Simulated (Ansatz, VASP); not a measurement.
## B31HN32 in VASP and in Ansatz

```
CELL_PARAMETERS angstrom
0.00000 8.68251 0.00000
5.01285 4.34126 -6.61412
-5.01285 4.34126 -6.61412
ATOMIC_POSITIONS crystal
B 0.28730 0.12874 0.62224
B 0.53582 0.99626 0.75142
B 0.29009 0.37714 0.37640
B 0.79248 0.87350 0.87456
B 0.53852 0.24936 0.50326
B 0.78821 0.12398 0.62412
B 0.03982 0.00207 0.74338
B 0.29293 0.62718 0.12980
B 0.54298 0.49802 0.25439
B 0.79137 0.37445 0.37587
B 0.03947 0.25134 0.49832
B 0.54580 0.74220 0.00180
B 0.79435 0.62472 0.12574
B 0.04195 0.50172 0.25001
B 0.04504 0.75605 0.99704
B 0.45852 0.75054 0.50051
B 0.45911 0.99988 0.24982
B 0.70890 0.87517 0.37501
B 0.45893 0.25017 0.99994
B 0.95867 0.75038 0.50011
B 0.70906 0.12505 0.12492
B 0.95956 0.99967 0.24935
B 0.20880 0.87520 0.37507
B 0.45849 0.50081 0.75043
B 0.70904 0.37506 0.87492
B 0.95942 0.24960 0.99964
B 0.20913 0.12472 0.12463
B 0.70822 0.62571 0.62560
B 0.95899 0.49995 0.74990
B 0.20875 0.37530 0.87513
B 0.20854 0.62558 0.62537
N 0.54226 0.62509 0.62491
N 0.54240 0.87503 0.37480
N 0.79230 0.75010 0.49989
N 0.54236 0.12503 0.12486
N 0.04200 0.62537 0.62522
N 0.79218 0.00021 0.25002
N 0.04190 0.87546 0.37538
N 0.29208 0.75028 0.50014
N 0.54192 0.37547 0.87532
N 0.79233 0.25003 0.99991
N 0.04210 0.12535 0.12511
N 0.29261 0.99976 0.24961
N 0.79257 0.49978 0.74974
N 0.04229 0.37512 0.87496
N 0.29247 0.24989 0.99974
N 0.29163 0.50080 0.75063
N 0.20247 0.00754 0.73664
N 0.20468 0.25408 0.49828
N 0.45389 0.12483 0.62751
N 0.20754 0.50096 0.25198
N 0.70494 0.99790 0.75203
N 0.45642 0.37525 0.37870
N 0.70591 0.24985 0.50040
N 0.95453 0.12608 0.62102
N 0.19920 0.75323 0.02065
N 0.46112 0.62110 0.13060
N 0.71024 0.49975 0.25116
N 0.95770 0.37637 0.37360
N 0.47989 0.85450 0.86970
N 0.71185 0.74766 0.00088
N 0.96182 0.62684 0.12380
N 0.95950 0.87564 0.87236
H 0.26198 0.91860 0.82276
```

Change from the starting cell: B vacancy (site c) with H bound to a neighbouring N, charge +0, atoms relaxed at the host's cell, started again with a moment of 0 muB.

Alike in both runs: functional PBE; dispersion D3(BJ); k mesh 2 × 2 × 2; occupations gaussian, width 0.01 eV; no spin polarisation.

Ansatz relaxed the structure, and its values are those at the end. VASP's run is a single point on that final structure, the one shown.

|  | VASP | Ansatz |
| --- | --- | --- |
| version | VASP 6.6.1 | Ansatz 0.2.0 |
| potentials or method | VASP PAW PBE potentials, release 64 (B, N, H), cutoff 520 eV | scalar-relativistic, plane waves, PAW |
| valence electrons in the cell | 254 | 254 |

```tsv
	VASP	Ansatz	Ansatz less VASP
gap on the k mesh at the Fermi level (eV)	0.04	0.03	-0.010
rms of the force components (eV/Å)	0.007	0.005	-0.0027
```

The k mesh is coarse, so the values compare programs but aren't converged.
